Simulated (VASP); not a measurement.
## Ti: single point with r2SCAN

The system is Ti.

```xyz
8
Lattice="4.0600 -4.0600 0.0000 4.0600 0.0000 4.0600 0.0000 -4.0600 4.0600" Properties=species:S:1:pos:R:3 pbc="T T T"
Ti    1.9876   -2.0724    0.0000
Ti    2.0300   -4.0600    2.0300
Ti    4.0600   -2.0300    2.0300
Ti    4.0600   -4.0600    4.0600
Ti    0.0000    0.0000    0.0000
Ti    0.0000   -2.0300    2.0300
Ti    2.0300    0.0000    2.0300
Ti    2.0300   -2.0300    4.0600
```

This cell differs from its parent crystal: atom 1 (Ti) moved -0.060 Å along Cartesian [1 1 0].

```yaml
Program: VASP 6.6.1
Task: single point
Functional: r2SCAN
Potentials_or_basis: VASP PAW PBE potentials, release 64 (Ti_sv)
Cutoff: 550 eV
k_mesh: 10 × 10 × 10
Occupations: gaussian, width 0.15 eV
Spin: no spin polarisation
Dipole_correction: no
Further_INCAR_settings: ALGO = Normal; EDIFF = 1e-06; NBANDS = 58
```

The pressure is 4.9 GPa and the largest force is 0.269 eV/Å. The band gap on the k mesh is zero (bands 48 and 49 overlap by 1.35 eV).

Forces on the atoms (eV/Å):
```
Ti   0.190  0.190  0.000
Ti  -0.013 -0.055  0.028
Ti  -0.055 -0.013 -0.028
Ti  -0.084 -0.084  0.000
Ti  -0.027 -0.027  0.000
Ti  -0.055 -0.013  0.028
Ti  -0.013 -0.055 -0.028
Ti   0.056  0.056  0.000
```

Levels at points of the mesh, in eV from the Fermi level:
```csv
k point,band 45,band 46,band 47,band 48,band 49,band 50
"(0.00, 0.00, 0.00)",0.54,0.55,0.55,0.94,0.94,0.94
"(0.50, 0.00, 0.00)",-1.09,-1.07,0.09,0.09,0.43,0.44
"(0.00, 0.50, 0.00)",-1.09,-1.08,0.04,0.13,0.43,0.44
"(0.50, 0.50, 0.00)",-0.43,-0.42,-0.39,-0.37,-0.36,-0.33
"(0.00, 0.50, 0.50)",-0.44,-0.43,-0.40,-0.37,-0.37,-0.31
```

Wall time 17 min on 4 MPI ranks on Intel(R) Xeon(R) 6975P-C (Granite Rapids), on a shared host, peak memory 1 GiB a rank.

Caveat: the cell differs from its parent crystal (atom 1 (Ti) moved -0.060 Å along Cartesian [1 1 0]); the cell stands under pressure; the PAW data sets were made with another functional, which shifts forces and pressure a little.
